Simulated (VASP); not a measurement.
# Pt in VASP: further runs, part 2 of 3

VASP 6.6.1.

### Step 3. Single point, PBEsol, non-collinear spin, zero start, spin-orbit coupling (cell strained by -1.0% along z)

File INCAR:

```
SYSTEM = Pt
GGA      = PS             ! functional
LSORBIT  = .TRUE.         ! spin-orbit coupling
MAGMOM   = 0 0 0          ! initial moments
LORBIT   = 11             ! projections on sites
ISMEAR   = 1              ! smearing method
SIGMA    = 0.4            ! smearing width, eV
LWAVE    = .FALSE.        ! write WAVECAR
LCHARG   = .FALSE.        ! write CHGCAR
ISIF     = 2              ! what is computed and relaxed
PREC     = Accurate       ! precision mode
LASPH    = .TRUE.         ! aspherical terms in the spheres
LREAL    = .FALSE.        ! projectors in reciprocal space
ALGO     = Normal         ! electronic algorithm
EDIFF    = 1E-4           ! SCF threshold, eV
NELM     = 200            ! most SCF steps
GGA_COMPAT= .FALSE.      
ENCUT    = 510            ! plane-wave cutoff, eV
LMAXMIX  = 4              ! l up to which the mixer works
```

File KPOINTS:

```
Automatic mesh
0
Gamma
  19 19 19
  0 0 0
```

File POSCAR:

```
Pt
1.0
    0.0000000000      1.9609000000      1.9412910000
    1.9609000000      0.0000000000      1.9412910000
    1.9609000000      1.9609000000      0.0000000000
Pt
1
Direct
    0.0000000000      0.0000000000      0.0000000000
```

Potentials or basis: VASP PAW PBE potentials, release 64 (Pt).

Run with:

```bash
> cat potpaw_PBE.64/Pt/POTCAR > POTCAR
> mpirun -np 1 vasp_ncl > vasp.out
```

OUTCAR:

```text
SYSTEM = Pt
   GGA = PS
   LSORBIT = .TRUE.
   LORBIT = 11
   ISMEAR = 1
   ISIF = 2
   PREC = Accurate
   LASPH = .TRUE.
   LREAL = .FALSE.
   EDIFF = 1E-4
   NELM = 200
   ENCUT = 510

 ion  position               nearest neighbor table
   1  0.000  0.000  0.000-

  LATTYP: Found a body centered tetragonal cell.
 ALAT       =     2.7731313745
 C/A-ratio  =     1.4000714267

  Lattice vectors:

 A1 = (   0.0000000000,  -1.9609000000,  -1.9412910000)
 A2 = (   0.0000000000,   1.9609000000,  -1.9412910000)
 A3 = (   1.9609000000,   0.0000000000,   1.9412910000)

Analysis of symmetry for initial positions (statically):
=====================================================================
 Subroutine PRICEL returns:
 Original cell was already a primitive cell.

 Routine SETGRP: Setting up the symmetry group for a
 body centered tetragonal supercell.

 Subroutine GETGRP returns: Found 16 space group operations
 (whereof 16 operations were pure point group operations)
 out of a pool of 16 trial point group operations.

The static configuration has the point symmetry D_4h.

Analysis of symmetry for dynamics (positions and initial velocities):
=====================================================================
 Subroutine PRICEL returns:
 Original cell was already a primitive cell.

 Routine SETGRP: Setting up the symmetry group for a
 body centered tetragonal supercell.

 Subroutine GETGRP returns: Found 16 space group operations
 (whereof 16 operations were pure point group operations)
 out of a pool of 16 trial point group operations.

The dynamic configuration has the point symmetry D_4h.

Analysis of structural, dynamic, and magnetic symmetry:
=====================================================================
 Subroutine PRICEL returns:
 Original cell was already a primitive cell.

 Routine SETGRP: Setting up the symmetry group for a
 body centered tetragonal supercell.

 Subroutine GETGRP returns: Found 16 space group operations
 (whereof 16 operations were pure point group operations)
 out of a pool of 16 trial point group operations.

The overall configuration has the point symmetry D_4h.

 Subroutine INISYM returns: Found 16 space group operations
 (whereof 16 operations are pure point group operations),
 and found     1 'primitive' translations

----------------------------------------------------------------------------------------

                                     Primitive cell

  volume of cell :      14.9290

  direct lattice vectors                    reciprocal lattice vectors
     0.000000000  1.960900000  1.941291000    -0.254984956  0.254984956  0.257560562
     1.960900000  0.000000000  1.941291000     0.254984956 -0.254984956  0.257560562
     1.960900000  1.960900000  0.000000000     0.254984956  0.254984956 -0.257560562

  length of vectors
     2.759300556  2.759300556  2.773131374     0.443138915  0.443138915  0.443138915

  position of ions in fractional coordinates (direct lattice)
     0.000000000  0.000000000  0.000000000

  ion indices of the primitive-cell ions
   primitive index   ion index
                 1           1

[... 79 lines left out ...]
   POTIM  = 0.5000    time-step for ionic-motion
   TEBEG  =    0.0;   TEEND  =   0.0 temperature during run

   SCALEE = 1.0000    scale energy and forces
   PSTRESS=    0.0 pullay stress
   NELECT =      10.0000    total number of electrons
   NUPDOWN=      -1.0000    fix difference up-down
   EMIN   =  10.00;   EMAX   =-10.00  energy-range for DOS
   EFERMI =   0.00;   METHOD = LEGACY
   ISMEAR =     1;   SIGMA  =   0.40  broadening in eV -4-tet -1-fermi 0-gaus
   EFERMI_NEDOS =   21; number of points for ismear=-14 and -15
   IALGO  =     38    algorithm
   IMIX   =      4    mixing-type and parameters
     AMIX     =   0.40;   BMIX     =  1.00
     AMIX_MAG =   1.60;   BMIX_MAG =  1.00
  volume/ion in A,a.u.               =      14.93       100.75
  Fermi-wavevector in a.u.,A,eV,Ry     =   1.432400  2.706844 27.916023  2.051770
  Thomas-Fermi vector in A             =   2.552032
   LORBIT       =     11    0 simple, 1 ext, 2 COOP (PROOUT), +10 PAW based schemes
   GGA     = PS    functional components
   LHFCALC =     F    Hartree Fock is set to
   AEXX    =    0.0000 exact exchange contribution
   IVDW    =     0    specifies the selected vdW correction
   LEPSILON=     F    determine dielectric tensor
   LRPA    =     F    only Hartree local field effects (RPA)

   CSHIFT  =0.1000    complex shift for real part using Kramers Kronig

   OMEGAMAX=  -1.0    maximum frequency
 Methfessel and Paxton  Order N= 1 SIGMA  =   0.40
  energy-cutoff  :      510.00
  volume of cell :       14.93
 maximum number of plane-waves:       798
   NGX = 11   NGY = 11   NGZ = 11

 number of electron      10.0000001 magnetization       0.0000000      0.0000000      0.0000000

 number of electron      10.0000001 magnetization       0.0000000     -0.0000000     -0.0000000

 number of electron      10.0000001 magnetization      -0.0000000      0.0000000      0.0000000

 Free energy of the ion-electron system (eV)
  ---------------------------------------------------
  ext. energy  EPLUGINS =         0.00000000
  ---------------------------------------------------
  free energy    TOTEN  =        -7.36028629 eV

  energy without entropy =       -7.34419326  energy(sigma->0) =       -7.35492194

 E-fermi :  11.3520     XC(G=0): -13.6907

 val. band max:       11.3507653231   @ k =  -0.2632   0.3158   0.2632
 cond. band min:      11.3533826810   @ k =   0.3684   0.2105   0.1053
 fundamental gap:      0.0026173579
 Fermi energy:        11.3519992324

 k-point     1 :       0.0000    0.0000    0.0000
  band No.  band energies     occupation
      1       0.8840      1.00000
      2       0.8840      1.00000
      3       6.9409      1.00000
      4       6.9409      1.00000
      5       7.0025      1.00000
      6       7.0025      1.00000
[... 481 lines left out ...]
      5       7.1852      1.00000
      6       7.1852      1.00000
[... 10 lines left out ...]
     17      32.0376      0.00000
     18      32.0376      0.00000

 [... further k-points ...]
[... 5 lines left out ...]
  --------------------------------------------------------------------------------------
  -------------------------------------------------------------------------------------
  Total        0.1987699      0.1987699      0.3004313      0.0000000     -0.0000000      0.0000000
  in kB       21.3319078     21.3319078     32.2421684      0.0000000     -0.0000000      0.0000000
  external PRESSURE =      24.9686613 kB  Pullay stress =       0.0000000 kB

 VOLUME and BASIS-vectors are now :
 -----------------------------------------------------------------------------
  energy-cutoff  :      510.00
  volume of cell :       14.93
      direct lattice vectors                 reciprocal lattice vectors
     0.000000000  1.960900000  1.941291000    -0.254984956  0.254984956  0.257560562
     1.960900000  0.000000000  1.941291000     0.254984956 -0.254984956  0.257560562
     1.960900000  1.960900000  0.000000000     0.254984956  0.254984956 -0.257560562

 POSITION                                       TOTAL-FORCE (eV/Angst)
 -----------------------------------------------------------------------------------
      0.00000      0.00000      0.00000         0.000000      0.000000      0.000000
 -----------------------------------------------------------------------------------
    total drift:                                0.000000     -0.000000      0.000000

  FREE ENERGIE OF THE ION-ELECTRON SYSTEM (eV)
  ---------------------------------------------------
  free  energy   TOTEN  =        -7.3602862867 eV

  energy  without entropy=       -7.3441932582  energy(sigma->0) =       -7.35492194

 Spin-Orbit-Coupling matrix elements

 Ion:    1  E_soc:     -0.7780879
 l=   1
     0.0000000    -0.0341809    -0.0340911
    -0.0341809     0.0000000    -0.0341809
    -0.0340911    -0.0341809     0.0000000
 l=   2
     0.0000000    -0.0167741     0.0000000    -0.0167741    -0.0792830
    -0.0167741     0.0000000    -0.0590546    -0.0166123    -0.0195192
     0.0000000    -0.0590546     0.0000000    -0.0590546     0.0000000
    -0.0167741    -0.0166123    -0.0590546     0.0000000    -0.0195192
    -0.0792830    -0.0195192     0.0000000    -0.0195192     0.0000000
 l=   3
     0.0000000     0.0000000     0.0000000     0.0000000     0.0000000     0.0000000     0.0000000
     0.0000000     0.0000000     0.0000000     0.0000000     0.0000000     0.0000000     0.0000000
     0.0000000     0.0000000     0.0000000     0.0000000     0.0000000     0.0000000     0.0000000
     0.0000000     0.0000000     0.0000000     0.0000000     0.0000000     0.0000000     0.0000000
     0.0000000     0.0000000     0.0000000     0.0000000     0.0000000     0.0000000     0.0000000
     0.0000000     0.0000000     0.0000000     0.0000000     0.0000000     0.0000000     0.0000000
     0.0000000     0.0000000     0.0000000     0.0000000     0.0000000     0.0000000     0.0000000

 total charge

# of ion       s       p       d       tot
------------------------------------------
    1        0.642   0.646   8.025   9.313

 magnetization (x)

# of ion       s       p       d       tot
------------------------------------------
    1        0.000   0.000  -0.000  -0.000

 magnetization (y)

# of ion       s       p       d       tot
------------------------------------------
    1        0.000  -0.000   0.000   0.000

 magnetization (z)

# of ion       s       p       d       tot
------------------------------------------
    1        0.000   0.000   0.000   0.000
```

Wall time 2.5 min (1 thread of Intel Xeon Platinum 8259CL at 2.50GHz (Skylake/Cascade Lake), shared host); peak memory 0.31 GiB.

What came out:

```
Free energy                                           : -7.3603 eV
Pressure                                              : 2.5 GPa
Net moment                                            : 0.00 μB per cell
Valence electrons inside the program's atomic spheres : Pt 9.31
```

Stress tensor (GPa, compression positive):
```
2.13 0.00 0.00
0.00 2.13 0.00
0.00 0.00 3.22
```

Moments on the atoms (μB; x, y, z):
```
Pt  0.00 0.00 0.00
```

Caveat: the cell differs from its parent crystal (cell strained by -1.0% along z); the PAW data sets were made with another functional, which shifts forces and pressure a little.

[end of part 2 of 3]
